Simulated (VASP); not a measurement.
# Ni (Fm-3m) in VASP: single point with r2SCAN

Aim: the single point of Ni with r2SCAN.

Program: VASP 6.6.1. These are calculated values, not measurements. Logs are shortened: lines on timing, memory, paths and dates and some standing lists are left out, and cuts for length are marked.

## 1. The cell of the first run

It takes space group Fm-3m (No. 225, cubic). Conventional cell: a = 3.531 Å, b = 3.531 Å, c = 3.531 Å, α = 90.00°, β = 90.00°, γ = 90.00°. Within 3.3 Å of Ni (site symmetry m-3m) lie 12 Ni at 2.50 Å.

## 2. Single point, r2SCAN, collinear spin, ferromagnetic start

File POSCAR:

```
Ni
1.0
    0.0000000000     -1.7657500000     -1.7657500000
   -3.5315000000     -1.7657500000     -1.7657500000
    0.0000000000      1.7657500000     -1.7657500000
Ni
2
Direct
    0.0000000000      0.0000000000      0.0000000000
    0.0000000000      0.5000000000      0.5000000000
```

File INCAR.step1:

```
SYSTEM = Ni
PREC = Accurate
ENCUT = 520
ISMEAR = -1
SIGMA = 0.1
LREAL = .FALSE.
LASPH = .TRUE.
NELM = 150
ISPIN = 2
MAGMOM = 2 2
LMAXMIX = 4
NBANDS = 21
ISYM = 0
GGA = PE
ALGO = Normal
EDIFF = 1E-4
LWAVE = .TRUE.
LCHARG = .FALSE.
```

File INCAR.step2:

```
SYSTEM = Ni
PREC = Accurate
ENCUT = 520
EDIFF = 1E-6
ISMEAR = -1
SIGMA = 0.1
LREAL = .FALSE.
LASPH = .TRUE.
NELM = 150
ALGO = Normal
ISIF = 2
LWAVE = .FALSE.
LCHARG = .FALSE.
ISPIN = 2
MAGMOM = 2 2
LORBIT = 11
LMAXMIX = 4
METAGGA = R2SCAN
LMIXTAU = .TRUE.
NBANDS = 21
ISYM = 0
ISTART = 1
```

File KPOINTS:

```
regular mesh
0
G
  13 8 11
  0 0 0
```

Potentials or basis: VASP PAW PBE potentials, release 64 (Ni).

On the command line:

```bash
$ cat potpaw_PBE.64/Ni/POTCAR > POTCAR
$ cp INCAR.step1 INCAR
$ mpirun -np 1 vasp_std > vasp.out
$ cp INCAR.step2 INCAR
$ mpirun -np 1 vasp_std > vasp.out
```

OUTCAR:

```text
SYSTEM = Ni
   PREC = Accurate
   ENCUT = 520
   EDIFF = 1E-6
   ISMEAR = -1
   LREAL = .FALSE.
   LASPH = .TRUE.
   NELM = 150
   ISIF = 2
   ISPIN = 2
   LORBIT = 11
   METAGGA = R2SCAN
   ISYM = 0
   ISTART = 1

 ion  position               nearest neighbor table
   1  0.000  0.000  0.000-   2 2.50   2 2.50   2 2.50   2 2.50   2 2.50   2 2.50   2 2.50   2 2.50

   2  0.000  0.500  0.500-   1 2.50   1 2.50   1 2.50   1 2.50   1 2.50   1 2.50   1 2.50   1 2.50

IMPORTANT INFORMATION: All symmetrisations will be switched off!
NOSYMM: (Re-)initialisation of all symmetry stuff for point group C_1.

----------------------------------------------------------------------------------------

                                     Primitive cell

  volume of cell :      22.0215

  direct lattice vectors                    reciprocal lattice vectors
     0.000000000 -1.765750000 -1.765750000     0.283165794 -0.283165794 -0.283165794
    -3.531500000 -1.765750000 -1.765750000    -0.283165794  0.000000000  0.000000000
     0.000000000  1.765750000 -1.765750000     0.000000000  0.283165794 -0.283165794

  length of vectors
     2.497147598  4.325186513  2.497147598     0.490457541  0.283165794  0.400456906

  position of ions in fractional coordinates (direct lattice)
     0.000000000  0.000000000  0.000000000
     0.000000000  0.500000000  0.500000000

  ion indices of the primitive-cell ions
   primitive index   ion index
                 1           1
                 2           2

----------------------------------------------------------------------------------------

 KPOINTS: regular mesh

Automatic generation of k-mesh.
 Grid dimensions read from file:
 generate k-points for:   13    8   11

 Generating k-lattice:

  Cartesian coordinates                     Fractional coordinates (reciprocal lattice)
     0.021781984 -0.021781984 -0.021781984     0.076923077  0.000000000  0.000000000
    -0.035395724  0.000000000  0.000000000     0.000000000  0.125000000  0.000000000
     0.000000000  0.025742345 -0.025742345     0.000000000  0.000000000  0.090909091

  Length of vectors
     0.037727503  0.035395724  0.036405173

  Shift w.r.t. Gamma in fractional coordinates (k-lattice)
     0.000000000  0.000000000  0.000000000

 -----------------------------------------------------------------------------
|                                                                             |
|           W    W    AA    RRRRR   N    N  II  N    N   GGGG   !!!           |
|           W    W   A  A   R    R  NN   N  II  NN   N  G    G  !!!           |
|           W    W  A    A  R    R  N N  N  II  N N  N  G       !!!           |
|           W WW W  AAAAAA  RRRRR   N  N N  II  N  N N  G  GGG   !            |
|           WW  WW  A    A  R   R   N   NN  II  N   NN  G    G                |
[... 92 lines left out ...]
   AEXX    =    0.0000 exact exchange contribution
   IVDW    =     0    specifies the selected vdW correction
   LEPSILON=     F    determine dielectric tensor
   LRPA    =     F    only Hartree local field effects (RPA)
 spin polarized calculation
  energy-cutoff  :      520.00
  volume of cell :       22.02
 maximum number of plane-waves:       613
   NGX =  9   NGY = 17   NGZ =  9

 number of electron      19.9999988 magnetization       1.4412622

 Free energy of the ion-electron system (eV)
  ---------------------------------------------------
  ext. energy  EPLUGINS =         0.00000000
  ---------------------------------------------------
  free energy    TOTEN  =       -23.90028145 eV

  energy without entropy =      -23.81194935  energy(sigma->0) =      -23.85611540

 E-fermi :   9.1424     XC(G=0): -14.3034

 val. band max:        9.1387068548   @ k =   0.3846   0.5000   0.0000
 cond. band min:       9.1447905441   @ k =  -0.1538   0.2500   0.3636
 fundamental gap:      0.0060836892
 Fermi energy:         9.1424245765

 spin component 1

 k-point     1 :       0.0000    0.0000    0.0000
  band No.  band energies     occupation
      1      -0.1663      1.00000
      2       4.1722      1.00000
      3       4.5156      1.00000
      4       6.2483      1.00000
      5       6.2503      1.00000
      6       6.2512      1.00000
[... 565 lines left out ...]
     20      38.9530      0.00000
     21      39.2545      0.00000

 [... further k-points ...]

 spin component 2

 k-point     1 :       0.0000    0.0000    0.0000
  band No.  band energies     occupation
      1      -0.4217      1.00000
      2       4.5901      1.00000
      3       5.5492      1.00000
      4       7.5710      1.00000
      5       7.5719      1.00000
      6       7.5742      1.00000
[... 565 lines left out ...]
     20      39.0845      0.00000
     21      39.3370      0.00000

 [... further k-points ...]

------------------------ aborting loop because EDIFF is reached ----------------------------------------

  FORCE on cell =-STRESS in cart. coord.  units (eV):
  Direction    XX          YY          ZZ          XY          YZ          ZX
  --------------------------------------------------------------------------------------
  -------------------------------------------------------------------------------------
  Total       -1.1515512     -1.1736524     -1.1736445     -0.0006645     -0.0262359     -0.0006645
  in kB      -83.7811248    -85.3891038    -85.3885237     -0.0483446     -1.9087943     -0.0483488
  external PRESSURE =     -84.8529174 kB  Pullay stress =       0.0000000 kB

 VOLUME and BASIS-vectors are now :
 -----------------------------------------------------------------------------
  energy-cutoff  :      520.00
  volume of cell :       22.02
      direct lattice vectors                 reciprocal lattice vectors
     0.000000000 -1.765750000 -1.765750000     0.283165794 -0.283165794 -0.283165794
    -3.531500000 -1.765750000 -1.765750000    -0.283165794  0.000000000  0.000000000
     0.000000000  1.765750000 -1.765750000     0.000000000  0.283165794 -0.283165794

 POSITION                                       TOTAL-FORCE (eV/Angst)
 -----------------------------------------------------------------------------------
      0.00000      0.00000      0.00000         0.000000     -0.000000     -0.000000
     -1.76575      0.00000     -1.76575        -0.000000      0.000000      0.000000
 -----------------------------------------------------------------------------------
    total drift:                               -0.000000      0.000000      0.000000

  FREE ENERGIE OF THE ION-ELECTRON SYSTEM (eV)
  ---------------------------------------------------
  free  energy   TOTEN  =       -23.9002814463 eV

  energy  without entropy=      -23.8119493548  energy(sigma->0) =      -23.85611540

 total charge

# of ion       s       p       d       tot
------------------------------------------
    1        0.508   0.508   8.307   9.324
    2        0.508   0.508   8.307   9.324
--------------------------------------------------
tot          1.017   1.016  16.615  18.647

 magnetization (x)

# of ion       s       p       d       tot
------------------------------------------
    1       -0.010  -0.042   0.798   0.745
    2       -0.010  -0.042   0.798   0.745
--------------------------------------------------
tot         -0.021  -0.084   1.595   1.491
```

OUTCAR.step1:

```text
SYSTEM = Ni
   PREC = Accurate
   ENCUT = 520
   ISMEAR = -1
   LREAL = .FALSE.
   LASPH = .TRUE.
[... 1365 lines left out ...]
      0.00000      0.00000      0.00000        -0.000003      0.000004     -0.000003
     -1.76575      0.00000     -1.76575         0.000003     -0.000004      0.000003
 -----------------------------------------------------------------------------------
    total drift:                                0.000003      0.000006     -0.000006

  FREE ENERGIE OF THE ION-ELECTRON SYSTEM (eV)
  ---------------------------------------------------
  free  energy   TOTEN  =       -10.9959539513 eV

  energy  without entropy=      -10.8872243733  energy(sigma->0) =      -10.94158916
```

It took 33 min on 1 thread of Oxide Virtual Turin-like, shared host; peak memory 0.41 GiB.

What came out:

```yaml
Free_energy: -23.9003 eV
Pressure: -8.5 GPa
Net_moment: 1.44 μB per cell
Site_moments: Ni +0.74 μB
Valence_electrons_inside_the_program's_atomic_spheres: Ni 9.32
```

Levels at points of the mesh, in eV from the Fermi level:
Spin up:
| k point | band 7 | band 8 | band 9 | band 10 | band 11 | band 12 | band 13 | band 14 | band 15 | band 16 |
| --- | --- | --- | --- | --- | --- | --- | --- | --- | --- | --- |
| (0.00, 0.00, 0.00) | -1.63 | -1.63 | -0.97 | -0.97 | -0.93 | 2.49 | 9.25 | 15.30 | 15.30 | 19.93 |
| (0.00, 0.50, 0.00) | -2.07 | -2.07 | -2.06 | -2.06 | -1.28 | -1.28 | 19.79 | 19.79 | 19.79 | 19.79 |
Spin down:
| k point | band 6 | band 7 | band 8 | band 9 | band 10 | band 11 | band 12 | band 13 |
| --- | --- | --- | --- | --- | --- | --- | --- | --- |
| (0.00, 0.00, 0.00) | -1.57 | -0.88 | -0.87 | -0.15 | 0.55 | 0.55 | 2.23 | 9.59 |
| (0.00, 0.50, 0.00) | -1.58 | -0.68 | -0.68 | -0.68 | -0.68 | -0.52 | -0.52 | 19.97 |

Caveat: the cell stands under tension; the PAW data sets were made with another functional, which shifts forces and pressure a little.
